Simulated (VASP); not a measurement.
# Cu3O2 (I4/mmm) in VASP: a series of runs

Runs on Cu3O2. Level: LDA. Tasks: single point.

Everything below comes from runs of VASP 6.6.1. Logs are shortened: lines on timing, memory, paths and dates and some standing lists are left out, and cuts for length are marked.

**1. The cell of the first run**

Symmetry: I4/mmm, No. 139, tetragonal system. Conventional cell: a = 3.832 Å, b = 3.832 Å, c = 7.751 Å, α = 90.00°, β = 90.00°, γ = 90.00°. Cu (site symmetry -4m2) has 2 O at 1.94 Å within 2.6 Å. Cu (site symmetry 4/mmm) has 4 O at 1.92 Å within 2.5 Å. O (site symmetry mmm) has 4 Cu at 1.92 to 1.94 Å within 2.5 Å.

**2. Single point, LDA**

INCAR reads:

```
SYSTEM = Cu3O2
ALGO = Normal ; EDIFF = 1E-6
ENCUT = 520 ; GGA = CA
ISIF = 2 ; ISMEAR = 0
LASPH = .True. ; LCHARG = .False.
LREAL = .False. ; LWAVE = .False.
NBANDS = 30 ; NELM = 80
PREC = Accurate ; SIGMA = 0.15
```

KPOINTS reads:

```
k-points
0
Gamma
  14 14 14
  0 0 0
```

POSCAR reads:

```
Cu3O2
1.0
   -1.9159000000      1.9159000000      3.8755500000
    1.9159000000     -1.9159000000      3.8755500000
    1.9159000000      1.9159000000     -3.8755500000
Cu O
3 2
Direct
    0.2500000000      0.7500000000      0.5000000000
    0.7500000000      0.2500000000      0.5000000000
    0.0000000000      0.0000000000      0.0000000000
    0.0000000000      0.5000000000      0.5000000000
    0.5000000000      0.0000000000      0.5000000000
```

Potentials or basis: VASP PAW LDA potentials, release 64 (Cu, O).

Command:

```
$ cat potpaw_LDA.64/Cu/POTCAR potpaw_LDA.64/O/POTCAR > POTCAR
$ mpirun -np 1 vasp_std > vasp.out
```

OUTCAR:

```text
SYSTEM = Cu3O2
   EDIFF = 1E-6
   ENCUT = 520
   GGA = CA
   ISIF = 2
   ISMEAR = 0
   LASPH = .True.
   LREAL = .False.
   NELM = 80
   PREC = Accurate

 ion  position               nearest neighbor table
   1  0.250  0.750  0.500-   4 1.94   5 1.94   2 2.71   2 2.71   2 2.71   2 2.71   3 2.73   3 2.73
                             3 2.73   3 2.73
   2  0.750  0.250  0.500-   4 1.94   5 1.94   1 2.71   1 2.71   1 2.71   1 2.71   3 2.73   3 2.73
                             3 2.73   3 2.73
   3  0.000  0.000  0.000-   4 1.92   5 1.92   4 1.92   5 1.92   2 2.73   1 2.73   1 2.73   2 2.73
                             2 2.73   1 2.73   1 2.73   2 2.73
   4  0.000  0.500  0.500-   3 1.92   3 1.92   1 1.94   2 1.94
   5  0.500  0.000  0.500-   3 1.92   3 1.92   1 1.94   2 1.94

  LATTYP: Found a body centered tetragonal cell.
 ALAT       =     3.8318000000
 C/A-ratio  =     2.0228352210

  Lattice vectors:

 A1 = (  -1.9159000000,   1.9159000000,   3.8755500000)
 A2 = (   1.9159000000,  -1.9159000000,   3.8755500000)
 A3 = (   1.9159000000,   1.9159000000,  -3.8755500000)

Analysis of symmetry for initial positions (statically):
=====================================================================
 Subroutine PRICEL returns:
 Original cell was already a primitive cell.

 Routine SETGRP: Setting up the symmetry group for a
 body centered tetragonal supercell.

 Subroutine GETGRP returns: Found 16 space group operations
 (whereof 16 operations were pure point group operations)
 out of a pool of 16 trial point group operations.

The static configuration has the point symmetry D_4h.

Analysis of symmetry for dynamics (positions and initial velocities):
=====================================================================
 Subroutine PRICEL returns:
 Original cell was already a primitive cell.

 Routine SETGRP: Setting up the symmetry group for a
 body centered tetragonal supercell.

 Subroutine GETGRP returns: Found 16 space group operations
 (whereof 16 operations were pure point group operations)
 out of a pool of 16 trial point group operations.

The dynamic configuration has the point symmetry D_4h.

 Subroutine INISYM returns: Found 16 space group operations
 (whereof 16 operations are pure point group operations),
 and found     1 'primitive' translations

----------------------------------------------------------------------------------------

                                     Primitive cell

  volume of cell :      56.9035

  direct lattice vectors                    reciprocal lattice vectors
    -1.915900000  1.915900000  3.875550000     0.000000000  0.260973955  0.129013946
     1.915900000 -1.915900000  3.875550000     0.260973955  0.000000000  0.129013946
     1.915900000  1.915900000 -3.875550000     0.260973955  0.260973955  0.000000000

  length of vectors
     4.728766586  4.728766586  4.728766586     0.291121973  0.291121973  0.369072906

  position of ions in fractional coordinates (direct lattice)
     0.250000000  0.750000000  0.500000000
     0.750000000  0.250000000  0.500000000
     0.000000000  0.000000000  0.000000000
     0.000000000  0.500000000  0.500000000
     0.500000000  0.000000000  0.500000000

  ion indices of the primitive-cell ions
   primitive index   ion index
                 1           1
                 2           2
                 3           3
                 4           4
                 5           5

----------------------------------------------------------------------------------------

 KPOINTS: k-points

Automatic generation of k-mesh.
 Grid dimensions read from file:
 generate k-points for:   14   14   14

 Generating k-lattice:

  Cartesian coordinates                     Fractional coordinates (reciprocal lattice)
     0.000000000  0.018640997  0.009215282     0.071428571  0.000000000  0.000000000
     0.018640997  0.000000000  0.009215282     0.000000000  0.071428571  0.000000000
     0.018640997  0.018640997  0.000000000     0.000000000  0.000000000  0.071428571

  Length of vectors
     0.020794427  0.020794427  0.026362350

  Shift w.r.t. Gamma in fractional coordinates (k-lattice)
     0.000000000  0.000000000  0.000000000

 Subroutine IBZKPT returns following result:
 ===========================================

 Found    244 irreducible k-points:

 Following reciprocal coordinates:
            Coordinates               Weight
  0.000000  0.000000  0.000000      1.000000
  0.071429 -0.000000  0.000000      8.000000
  0.142857 -0.000000  0.000000      8.000000
  0.214286 -0.000000  0.000000      8.000000
  0.285714 -0.000000  0.000000      8.000000
  0.357143 -0.000000  0.000000      8.000000
[... 16 lines left out ...]
  0.214286  0.142857  0.000000     16.000000
  0.285714  0.142857  0.000000     16.000000
 [... further k-points ...]
   k-points           NKPTS =    244   k-points in BZ     NKDIM =    244   number of bands    NBANDS=     30
   number of dos      NEDOS =    301   number of ions     NIONS =      5
   total plane-waves  NPLWV =  46656
   dimension x,y,z NGX =    36 NGY =   36 NGZ =   36
   dimension x,y,z NGXF=    72 NGYF=   72 NGZF=   72
   ions per type =               3   2
   NGX,Y,Z   is equivalent  to a cutoff of  12.66, 12.66, 12.66 a.u.
   NGXF,Y,Z  is equivalent  to a cutoff of  25.31, 25.31, 25.31 a.u.
 SYSTEM =  Cu3O2
   PREC   = accura    normal or accurate (medium, high low for compatibility)
   ISTART =      0    job   : 0-new  1-cont  2-samecut
   ICHARG =      2    charge: 1-file 2-atom 10-const
   ISPIN  =      1    spin polarized calculation?
   LNONCOLLINEAR =      F non collinear calculations
   LSORBIT =      F    spin-orbit coupling
   LASPH  =      T    aspherical Exc in radial PAW
   ENCUT  =  520.0 eV  38.22 Ry    6.18 a.u.   8.79  8.79  8.79*2*pi/ulx,y,z
   NELM   =     80;   NELMIN=  2; NELMDL= -5     # of ELM steps
   EDIFF  = 0.1E-05   stopping-criterion for ELM
   LREAL  =      F    real-space projection
   EDIFFG = 0.1E-04   stopping-criterion for IOM
   NSW    =      0    number of steps for IOM
   IBRION =     -1    ionic relax: 0-MD 1-quasi-New 2-CG
   NFREE  =      0    steps in history (QN), initial steepest desc. (CG)
   ISIF   =      2    stress and relaxation
   ISYM   =      2    0-nonsym 1-usesym 2-fastsym
   POTIM  = 0.5000    time-step for ionic-motion
   TEBEG  =    0.0;   TEEND  =   0.0 temperature during run
   PSTRESS=    0.0 pullay stress
   NELECT =      45.0000    total number of electrons
   NUPDOWN=      -1.0000    fix difference up-down
   EMIN   =  10.00;   EMAX   =-10.00  energy-range for DOS
   EFERMI =   0.00;   METHOD = LEGACY
   ISMEAR =     0;   SIGMA  =   0.15  broadening in eV -4-tet -1-fermi 0-gaus
   EFERMI_NEDOS =   21; number of points for ismear=-14 and -15
   IALGO  =     38    algorithm
   IMIX   =      4    mixing-type and parameters
     AMIX     =   0.40;   BMIX     =  1.00
     AMIX_MAG =   1.60;   BMIX_MAG =  1.00
  volume/ion in A,a.u.               =      11.38        76.80
  Fermi-wavevector in a.u.,A,eV,Ry     =   1.513907  2.860870 31.183408  2.291916
  Thomas-Fermi vector in A             =   2.623636
   LORBIT       =      0    0 simple, 1 ext, 2 COOP (PROOUT), +10 PAW based schemes
   GGA     = CA    functional components
   LHFCALC =     F    Hartree Fock is set to
   AEXX    =    0.0000 exact exchange contribution
   IVDW    =     0    specifies the selected vdW correction
   LEPSILON=     F    determine dielectric tensor
   LRPA    =     F    only Hartree local field effects (RPA)
 non-spin polarized calculation
 Gauss-broadening in eV      SIGMA  =   0.15
  energy-cutoff  :      520.00
  volume of cell :       56.90
 maximum number of plane-waves:      1558
   NGX = 17   NGY = 17   NGZ = 17

 number of electron      44.9999983 magnetization

 Free energy of the ion-electron system (eV)
  ---------------------------------------------------
  ext. energy  EPLUGINS =         0.00000000
  ---------------------------------------------------
  free energy    TOTEN  =       -26.83576182 eV

  energy without entropy =      -26.81893060  energy(sigma->0) =      -26.82734621

 E-fermi :   4.6876     XC(G=0): -12.0142

 val. band max:        4.6843358000   @ k =   0.3571   0.1429   0.0000
 cond. band min:       4.6922290278   @ k =  -0.2857  -0.2857   0.0714
 fundamental gap:      0.0078932278
 Fermi energy:         4.6875700788

 k-point     1 :       0.0000    0.0000    0.0000
  band No.  band energies     occupation
      1     -14.2857      2.00000
      2     -12.7885      2.00000
      3      -1.2411      2.00000
      4      -0.8969      2.00000
      5      -0.8969      2.00000
      6      -0.6096      2.00000
[... 22 lines left out ...]
     29      15.0535      0.00000
     30      15.7846      0.00000

 k-point     2 :       0.0714   -0.0000    0.0000
  band No.  band energies     occupation
      1     -14.2628      2.00000
      2     -12.8007      2.00000
      3      -1.2518      2.00000
      4      -0.9745      2.00000
      5      -0.8774      2.00000
      6      -0.7235      2.00000
[... 22 lines left out ...]
     29      15.0407      0.00000
     30      16.0184      0.00000

 k-point     3 :       0.1429   -0.0000    0.0000
  band No.  band energies     occupation
      1     -14.1954      2.00000
      2     -12.8375      2.00000
      3      -1.2848      2.00000
      4      -1.1827      2.00000
      5      -0.8743      2.00000
      6      -0.8196      2.00000
[... 22 lines left out ...]
     29      15.1664      0.00000
     30      16.4825      0.00000

 k-point     4 :       0.2143   -0.0000    0.0000
  band No.  band energies     occupation
      1     -14.0889      2.00000
      2     -12.8998      2.00000
      3      -1.4683      2.00000
      4      -1.3409      2.00000
      5      -1.0014      2.00000
      6      -0.7254      2.00000
[... 616 lines left out ...]
     29      15.5411      0.00000
     30      16.5853      0.00000

 k-point    23 :       0.2143    0.1429    0.0000
  band No.  band energies     occupation
      1     -13.9744      2.00000
      2     -12.9636      2.00000
      3      -1.5273      2.00000
      4      -1.4430      2.00000
      5      -1.1374      2.00000
      6      -0.9238      2.00000
[... 22 lines left out ...]
     29      15.4480      0.00000
     30      16.3933      0.00000

 k-point    24 :       0.2857    0.1429    0.0000
  band No.  band energies     occupation
      1     -13.8360      2.00000
      2     -13.0475      2.00000
      3      -1.8096      2.00000
      4      -1.6042      2.00000
      5      -1.1012      2.00000
      6      -0.8595      2.00000
[... 22 lines left out ...]
     29      15.0321      0.00000
     30      16.3132      0.00000

 [... further k-points ...]

------------------------ aborting loop because EDIFF is reached ----------------------------------------

  FORCE on cell =-STRESS in cart. coord.  units (eV):
  Direction    XX          YY          ZZ          XY          YZ          ZX
  --------------------------------------------------------------------------------------
  -------------------------------------------------------------------------------------
  Total       -0.2503088     -0.2503088    -10.2284717      0.0000000      0.0000000      0.0000000
  in kB       -7.0477052     -7.0477052   -287.9932567      0.0000000      0.0000000      0.0000000
  external PRESSURE =    -100.6962224 kB  Pullay stress =       0.0000000 kB

 VOLUME and BASIS-vectors are now :
 -----------------------------------------------------------------------------
  energy-cutoff  :      520.00
  volume of cell :       56.90
      direct lattice vectors                 reciprocal lattice vectors
    -1.915900000  1.915900000  3.875550000     0.000000000  0.260973955  0.129013946
     1.915900000 -1.915900000  3.875550000     0.260973955  0.000000000  0.129013946
     1.915900000  1.915900000 -3.875550000     0.260973955  0.260973955  0.000000000

 POSITION                                       TOTAL-FORCE (eV/Angst)
 -----------------------------------------------------------------------------------
      1.91590     -0.00000      1.93778         0.000000      0.000000      0.000000
     -0.00000      1.91590      1.93778        -0.000000      0.000000     -0.000000
      0.00000      0.00000      0.00000         0.000000     -0.000000     -0.000000
      1.91590      0.00000      0.00000         0.000000     -0.000000     -0.000000
      0.00000      1.91590      0.00000         0.000000     -0.000000     -0.000000
 -----------------------------------------------------------------------------------
    total drift:                               -0.000000      0.000000      0.000000

  FREE ENERGIE OF THE ION-ELECTRON SYSTEM (eV)
  ---------------------------------------------------
  free  energy   TOTEN  =       -26.8357618242 eV

  energy  without entropy=      -26.8189306045  energy(sigma->0) =      -26.82734621
```

Run time: 4.1 min. Hardware: 1 thread of Intel Xeon 6975P-C (Granite Rapids), shared host; peak memory 0.42 GiB.

What came out:

```yaml
Free_energy: -26.8358 eV
Pressure: -10.1 GPa
Band_gap_on_the_k_mesh: zero (an odd number of electrons rules out a gap without spin polarisation)
```

Stress tensor (GPa, compression positive):
```
 -0.70   0.00   0.00
  0.00  -0.70   0.00
  0.00   0.00 -28.80
```

Caveat: the cell stands under tension; an odd number of electrons without spin polarisation forces a metal; a magnetic or distorted state may lie lower.

[end of part 1 of 2]
